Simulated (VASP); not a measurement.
# Al in VASP: a series of runs

Al is run at these levels: PBE; tasks: single point.

All numbers are computed with VASP 6.6.1; they aren't measurements. Logs are shortened: lines on timing, memory, paths and dates and some standing lists are left out, and cuts for length are marked.

## 1. The cell of the first run

The cell holds a wire or tube with vacuum around it, 1 atom: a = 9.000 Å, b = 9.300 Å, c = 2.419 Å, α = 90.00°, β = 90.00°, γ = 90.00°.

## 2. Single point, PBE, collinear spin

Contents of INCAR:

```
SYSTEM = Al
  ALGO = Normal
  EDIFF = 1E-6
  ENCUT = 520
  GGA = PE
  ISIF = 2
  ISMEAR = 0
  ISPIN = 2
  LASPH = .True.
  LCHARG = .False.
  LORBIT = 11
  LREAL = .False.
  LWAVE = .False.
  MAGMOM = 0.5
  NBANDS = 12
  NELM = 150
  PREC = Accurate
  SIGMA = 0.05
```

Contents of KPOINTS:

```
k-points
0
Gamma
  1 1 25
  0 0 0
```

Contents of POSCAR:

```
Al
1.0
    9.0000000000      0.0000000000      0.0000000000
    0.0000000000      9.3000000000      0.0000000000
    0.0000000000      0.0000000000      2.4185801765
Al
1
Direct
    0.5000000000      0.5000000000      0.0000000000
```

Potentials or basis: VASP PAW PBE potentials, release 64 (Al).

Started as:

```
> cat potpaw_PBE.64/Al/POTCAR > POTCAR
> mpirun -np 1 vasp_std > vasp.out
```

OUTCAR:

```text
SYSTEM = Al
   EDIFF = 1E-6
   ENCUT = 520
   GGA = PE
   ISIF = 2
   ISMEAR = 0
   ISPIN = 2
   LASPH = .True.
   LORBIT = 11
   LREAL = .False.
   NELM = 150
   PREC = Accurate

 ion  position               nearest neighbor table
   1  0.500  0.500  0.000-

  LATTYP: Found a simple orthorhombic cell.
 ALAT       =     2.4185801765
 B/A-ratio  =     3.7211915021
 C/A-ratio  =     3.8452312189

  Lattice vectors:

 A1 = (   0.0000000000,   0.0000000000,   2.4185801765)
 A2 = (   9.0000000000,   0.0000000000,   0.0000000000)
 A3 = (   0.0000000000,   9.3000000000,   0.0000000000)

Analysis of symmetry for initial positions (statically):
=====================================================================
 Subroutine PRICEL returns:
 Original cell was already a primitive cell.

 Routine SETGRP: Setting up the symmetry group for a
 simple orthorhombic supercell.

 Subroutine GETGRP returns: Found  8 space group operations
 (whereof  8 operations were pure point group operations)
 out of a pool of  8 trial point group operations.

The static configuration has the point symmetry D_2h.

Analysis of symmetry for dynamics (positions and initial velocities):
=====================================================================
 Subroutine PRICEL returns:
 Original cell was already a primitive cell.

 Routine SETGRP: Setting up the symmetry group for a
 simple orthorhombic supercell.

 Subroutine GETGRP returns: Found  8 space group operations
 (whereof  8 operations were pure point group operations)
 out of a pool of  8 trial point group operations.

The dynamic configuration has the point symmetry D_2h.

Analysis of structural, dynamic, and magnetic symmetry:
=====================================================================
 Subroutine PRICEL returns:
 Original cell was already a primitive cell.

 Routine SETGRP: Setting up the symmetry group for a
 simple orthorhombic supercell.

 Subroutine GETGRP returns: Found  8 space group operations
 (whereof  8 operations were pure point group operations)
 out of a pool of  8 trial point group operations.

The overall configuration has the point symmetry D_2h.

 Subroutine INISYM returns: Found  8 space group operations
 (whereof  8 operations are pure point group operations),
 and found     1 'primitive' translations

----------------------------------------------------------------------------------------

                                     Primitive cell

  volume of cell :     202.4352

  direct lattice vectors                    reciprocal lattice vectors
[... 114 lines left out ...]
 Free energy of the ion-electron system (eV)
  ---------------------------------------------------
  ext. energy  EPLUGINS =         0.00000000
  ---------------------------------------------------
  free energy    TOTEN  =        -1.84470273 eV

  energy without entropy =       -1.84289626  energy(sigma->0) =       -1.84379949

 E-fermi :  -3.1321     XC(G=0):  -2.3655

 val. band max:       -3.2447830131   @ k =   0.0000   0.0000   0.1200
 cond. band min:      -3.1113056963   @ k =   0.0000   0.0000   0.1200
 fundamental gap:      0.1334773168
 Fermi energy:        -3.1321452970

 spin component 1

 k-point     1 :       0.0000    0.0000    0.0000
  band No.  band energies     occupation
      1      -9.5579      1.00000
      2      -3.5929      1.00000
      3      -3.5907      1.00000
      4      -0.1167      0.00000
      5       0.8911      0.00000
      6       1.5454      0.00000
      7       2.1263      0.00000
      8       2.2518      0.00000
      9       2.5064      0.00000
     10       4.0224      0.00000
     11       4.0542      0.00000
     12       4.2071      0.00000
[... 166 lines left out ...]
 k-point    13 :       0.0000    0.0000    0.4800
  band No.  band energies     occupation
      1      -4.5318      1.00000
      2      -2.3109      0.00000
      3       1.8307      0.00000
      4       1.8342      0.00000
      5       3.0560      0.00000
      6       3.0587      0.00000
      7       5.8226      0.00000
      8       6.7434      0.00000
      9       6.8935      0.00000
     10       7.2988      0.00000
     11       7.8227      0.00000
     12       7.9710      0.00000
 Fermi energy:        -3.1321452970

 spin component 2

 k-point     1 :       0.0000    0.0000    0.0000
  band No.  band energies     occupation
      1      -9.4689      1.00000
      2      -3.4572      1.00000
      3      -3.4511      1.00000
      4      -0.0655      0.00000
      5       0.9684      0.00000
      6       1.6463      0.00000
      7       2.1776      0.00000
      8       2.3021      0.00000
      9       2.5332      0.00000
     10       4.1123      0.00000
     11       4.1211      0.00000
     12       4.2684      0.00000
[... 166 lines left out ...]
 k-point    13 :       0.0000    0.0000    0.4800
  band No.  band energies     occupation
      1      -4.4770      1.00000
      2      -2.1781      0.00000
      3       1.9769      0.00000
      4       1.9820      0.00000
      5       3.1763      0.00000
      6       3.1814      0.00000
      7       5.8752      0.00000
      8       6.8284      0.00000
      9       6.9446      0.00000
     10       7.4122      0.00000
     11       7.8991      0.00000
     12       8.0412      0.00000

------------------------ aborting loop because EDIFF is reached ----------------------------------------

  FORCE on cell =-STRESS in cart. coord.  units (eV):
  Direction    XX          YY          ZZ          XY          YZ          ZX
  --------------------------------------------------------------------------------------
  -------------------------------------------------------------------------------------
  Total        0.0473253      0.0370549     -0.0099598      0.0000000      0.0000000      0.0000000
  in kB        0.3745569      0.2932721     -0.0788271      0.0000000      0.0000000      0.0000000
  external PRESSURE =       0.1963340 kB  Pullay stress =       0.0000000 kB

 VOLUME and BASIS-vectors are now :
 -----------------------------------------------------------------------------
  energy-cutoff  :      520.00
  volume of cell :      202.44
      direct lattice vectors                 reciprocal lattice vectors
     9.000000000  0.000000000  0.000000000     0.111111111  0.000000000  0.000000000
     0.000000000  9.300000000  0.000000000     0.000000000  0.107526882  0.000000000
     0.000000000  0.000000000  2.418580176     0.000000000  0.000000000  0.413465722

 POSITION                                       TOTAL-FORCE (eV/Angst)
 -----------------------------------------------------------------------------------
      4.50000      4.65000      0.00000         0.000000      0.000000      0.000000
 -----------------------------------------------------------------------------------
    total drift:                               -0.000000      0.000000     -0.000000

  FREE ENERGIE OF THE ION-ELECTRON SYSTEM (eV)
  ---------------------------------------------------
  free  energy   TOTEN  =        -1.8447027265 eV

  energy  without entropy=       -1.8428962613  energy(sigma->0) =       -1.84379949

 total charge

# of ion       s       p       d       tot
------------------------------------------
    1        0.476   0.328   0.000   0.803

 magnetization (x)

# of ion       s       p       d       tot
------------------------------------------
    1        0.000   0.016   0.000   0.017
```

stdout:

```text
POSCAR found type information on POSCAR Al
 POSCAR found :  1 types and       1 ions
 scaLAPACK will be used
 LDA part: xc-table for (Slater+PW92), standard interpolation
 POSCAR, INCAR and KPOINTS ok, starting setup
 FFT: planning ... GRIDC
 FFT: planning ... GRID_SOFT
 FFT: planning ... GRID
 WAVECAR not read
 entering main loop
```

Run time: 1.8 min. Hardware: 1 thread of Intel Xeon 8259CL, shared host; peak memory 0.34 GiB.

What came out:

```yaml
Free_energy: -1.8447 eV
Net_moment: 0.12 μB per cell
Valence_electrons_inside_the_program's_atomic_spheres: Al 0.80
```

Caveat: a moment this small can come from the mesh or the smearing.

## 3. Single point, PBE, collinear spin

This run uses another cell than the first one.

Contents of INCAR:

```
SYSTEM = Al
PREC = Accurate ; ENCUT = 520
EDIFF = 1E-6 ; ISMEAR = 0
SIGMA = 0.05 ; LREAL = .False.
LASPH = .True. ; NELM = 150
ALGO = Normal ; ISIF = 2
LWAVE = .False. ; LCHARG = .False.
ISPIN = 2 ; MAGMOM = 0.5
LORBIT = 11 ; GGA = PE
NBANDS = 12
```

Contents of KPOINTS:

```
Automatic mesh
0
Gamma
  1 1 25
  0 0 0
```

Edit POSCAR of step 2 so:

```diff
@@ -4,3 +4,3 @@
     0.0000000000      9.3000000000      0.0000000000
-    0.0000000000      0.0000000000      2.4185801765
+    0.0000000000      0.0000000000      2.5719673823
 Al
```

Potentials or basis: VASP PAW PBE potentials, release 64 (Al).

Started as:

```
> cat potpaw_PBE.64/Al/POTCAR > POTCAR
> mpirun -np 1 vasp_std > vasp.out
```

OUTCAR:

```text
SYSTEM = Al
   PREC = Accurate
   ENCUT = 520
   EDIFF = 1E-6
   ISMEAR = 0
   LREAL = .False.
   LASPH = .True.
   NELM = 150
   ISIF = 2
   ISPIN = 2
   LORBIT = 11
   GGA = PE

 ion  position               nearest neighbor table
   1  0.500  0.500  0.000-

  LATTYP: Found a simple orthorhombic cell.
 ALAT       =     2.5719673823
 B/A-ratio  =     3.4992667722
 C/A-ratio  =     3.6159089979

  Lattice vectors:

 A1 = (   0.0000000000,   0.0000000000,   2.5719673823)
 A2 = (   9.0000000000,   0.0000000000,   0.0000000000)
 A3 = (   0.0000000000,   9.3000000000,   0.0000000000)

Analysis of symmetry for initial positions (statically):
=====================================================================
 Subroutine PRICEL returns:
 Original cell was already a primitive cell.

 Routine SETGRP: Setting up the symmetry group for a
 simple orthorhombic supercell.

 Subroutine GETGRP returns: Found  8 space group operations
 (whereof  8 operations were pure point group operations)
 out of a pool of  8 trial point group operations.

The static configuration has the point symmetry D_2h.

Analysis of symmetry for dynamics (positions and initial velocities):
=====================================================================
 Subroutine PRICEL returns:
 Original cell was already a primitive cell.

 Routine SETGRP: Setting up the symmetry group for a
 simple orthorhombic supercell.

 Subroutine GETGRP returns: Found  8 space group operations
 (whereof  8 operations were pure point group operations)
 out of a pool of  8 trial point group operations.

The dynamic configuration has the point symmetry D_2h.

Analysis of structural, dynamic, and magnetic symmetry:
=====================================================================
 Subroutine PRICEL returns:
 Original cell was already a primitive cell.

 Routine SETGRP: Setting up the symmetry group for a
 simple orthorhombic supercell.

 Subroutine GETGRP returns: Found  8 space group operations
[... 151 lines left out ...]
      3      -3.6217      1.00000
      4      -0.1926      0.00000
      5       0.7758      0.00000
      6       1.4352      0.00000
      7       2.0273      0.00000
      8       2.1544      0.00000
      9       2.4450      0.00000
     10       3.9111      0.00000
     11       3.9681      0.00000
     12       4.1206      0.00000
[... 166 lines left out ...]
 k-point    13 :       0.0000    0.0000    0.4800
  band No.  band energies     occupation
      1      -4.6261      1.00000
      2      -3.3176      1.00000
      3       0.9540      0.00000
      4       0.9743      0.00000
      5       2.5549      0.00000
      6       2.5714      0.00000
      7       5.0596      0.00000
      8       5.9117      0.00000
      9       5.9956      0.00000
     10       6.4389      0.00000
     11       6.9197      0.00000
     12       7.2059      0.00000
 Fermi energy:        -2.9035372027

 spin component 2

 k-point     1 :       0.0000    0.0000    0.0000
  band No.  band energies     occupation
      1      -8.9428      1.00000
      2      -2.9732      0.97557
      3      -2.9533      0.92050
      4       0.0678      0.00000
      5       1.1442      0.00000
      6       1.9071      0.00000
      7       2.3042      0.00000
      8       2.4287      0.00000
      9       2.6381      0.00000
     10       4.2653      0.00000
     11       4.3980      0.00000
     12       4.4374      0.00000
[... 166 lines left out ...]
 k-point    13 :       0.0000    0.0000    0.4800
  band No.  band energies     occupation
      1      -4.3635      1.00000
      2      -2.6419      0.00000
      3       1.7299      0.00000
      4       1.7497      0.00000
      5       3.0762      0.00000
      6       3.0937      0.00000
      7       5.3193      0.00000
      8       6.2628      0.00000
      9       6.3313      0.00000
     10       7.0009      0.00000
     11       7.2768      0.00000
     12       7.4814      0.00000

------------------------ aborting loop because EDIFF is reached ----------------------------------------

  FORCE on cell =-STRESS in cart. coord.  units (eV):
  Direction    XX          YY          ZZ          XY          YZ          ZX
  --------------------------------------------------------------------------------------
  -------------------------------------------------------------------------------------
  Total        0.0448396      0.0371809     -1.3535531      0.0000000      0.0000000      0.0000000
  in kB        0.3337192      0.2767195    -10.0738382      0.0000000      0.0000000      0.0000000
  external PRESSURE =      -3.1544665 kB  Pullay stress =       0.0000000 kB

 VOLUME and BASIS-vectors are now :
 -----------------------------------------------------------------------------
  energy-cutoff  :      520.00
  volume of cell :      215.27
      direct lattice vectors                 reciprocal lattice vectors
     9.000000000  0.000000000  0.000000000     0.111111111  0.000000000  0.000000000
     0.000000000  9.300000000  0.000000000     0.000000000  0.107526882  0.000000000
     0.000000000  0.000000000  2.571967382     0.000000000  0.000000000  0.388807419

 POSITION                                       TOTAL-FORCE (eV/Angst)
 -----------------------------------------------------------------------------------
      4.50000      4.65000      0.00000         0.000000      0.000000      0.000000
 -----------------------------------------------------------------------------------
    total drift:                                0.000000      0.000000     -0.000000

  FREE ENERGIE OF THE ION-ELECTRON SYSTEM (eV)
  ---------------------------------------------------
  free  energy   TOTEN  =        -1.7790195545 eV

  energy  without entropy=       -1.7767714864  energy(sigma->0) =       -1.77789552

 total charge

# of ion       s       p       d       tot
------------------------------------------
    1        0.497   0.274   0.000   0.771

 magnetization (x)

# of ion       s       p       d       tot
------------------------------------------
    1        0.031   0.070   0.000   0.102
```

OSZICAR:

```text
N       E                     dE             d eps       ncg     rms          rms(c)
DAV:   1     0.492227490540E+01    0.49223E+01   -0.63698E+02   624   0.112E+02
DAV:   2    -0.156403576005E+01   -0.64863E+01   -0.58861E+01   812   0.237E+01
[... 12 lines left out ...]
DAV:  15    -0.177892631936E+01   -0.31958E-04   -0.27383E-05   636   0.158E-02    0.229E-03
DAV:  16    -0.177896769025E+01   -0.41371E-04   -0.16740E-05   624   0.175E-02    0.159E-03
DAV:  17    -0.177900997706E+01   -0.42287E-04   -0.15559E-05   624   0.145E-02    0.709E-04
DAV:  18    -0.177901809481E+01   -0.81178E-05   -0.16934E-06   652   0.516E-03    0.287E-04
DAV:  19    -0.177901925785E+01   -0.11630E-05   -0.13570E-07   644   0.142E-03    0.189E-04
DAV:  20    -0.177901955449E+01   -0.29663E-06   -0.77546E-08   664   0.968E-04
   1 F= -.17790196E+01 E0= -.17778955E+01  d E =-.224807E-02  mag=     0.6001
```

stdout:

```text
POSCAR found type information on POSCAR Al
 POSCAR found :  1 types and       1 ions
 scaLAPACK will be used
 LDA part: xc-table for (Slater+PW92), standard interpolation
 POSCAR, INCAR and KPOINTS ok, starting setup
 FFT: planning ... GRIDC
 FFT: planning ... GRID_SOFT
 FFT: planning ... GRID
 WAVECAR not read
 entering main loop
```

Run time: 2.7 min. Hardware: 1 thread of Intel Xeon 8259CL, shared host; peak memory 0.37 GiB.

What came out:

```yaml
Free_energy: -1.7790 eV
Net_moment: 0.60 μB per cell
Site_moments: Al +0.10 μB
Valence_electrons_inside_the_program's_atomic_spheres: Al 0.77
```

[end of part 1 of 2]
